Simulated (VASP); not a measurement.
A run of VASP 6.6.1:

POSCAR

```
Ag
1.0
   -1.6342676468      1.6342676468      1.6342676468
    1.6342676468     -1.6342676468      1.6342676468
    1.6342676468      1.6342676468     -1.6342676468
Ag
1
Direct
    0.0000000000      0.0000000000      0.0000000000
```

The input INCAR.step1:

```
SYSTEM = Ag
  ALGO = Normal
  EDIFF = 1E-4
  ENCUT = 520
  GGA = PE
  ISMEAR = 0
  LASPH = .True.
  LCHARG = .False.
  LREAL = .False.
  LWAVE = .True.
  NBANDS = 12
  NELM = 60
  PREC = Accurate
  SIGMA = 0.15
```

Contents of INCAR.step2:

```
SYSTEM = Ag
  ALGO = Normal
  EDIFF = 1E-6
  ENCUT = 520
  ISIF = 2
  ISMEAR = 0
  ISTART = 1
  LASPH = .True.
  LCHARG = .True.
  LELF = .True.
  LMIXTAU = .True.
  LREAL = .False.
  LVHAR = .True.
  LWAVE = .False.
  METAGGA = R2SCAN
  NBANDS = 12
  NELM = 60
  PREC = Accurate
  SIGMA = 0.15
```

File KPOINTS:

```
k-points
0
Gamma
  26 26 26
  0 0 0
```

Potentials or basis: VASP PAW PBE potentials, release 64 (Ag).

Launch:

```bash
$ cat potpaw_PBE.64/Ag/POTCAR > POTCAR
$ cp INCAR.step1 INCAR
$ mpirun -np 1 vasp_std > vasp.out
$ cp INCAR.step2 INCAR
$ mpirun -np 1 vasp_std > vasp.out
```

Hardware: 1 thread of Intel(R) Xeon(R) 6975P-C (Granite Rapids), on a shared host.

Problem. Estimate the wall time of this run.

Solution. Run time: 98 s on 1 thread of Intel(R) Xeon(R) 6975P-C (Granite Rapids), with other jobs on the host, peak memory 0.23 GiB. Counts: k points 511.
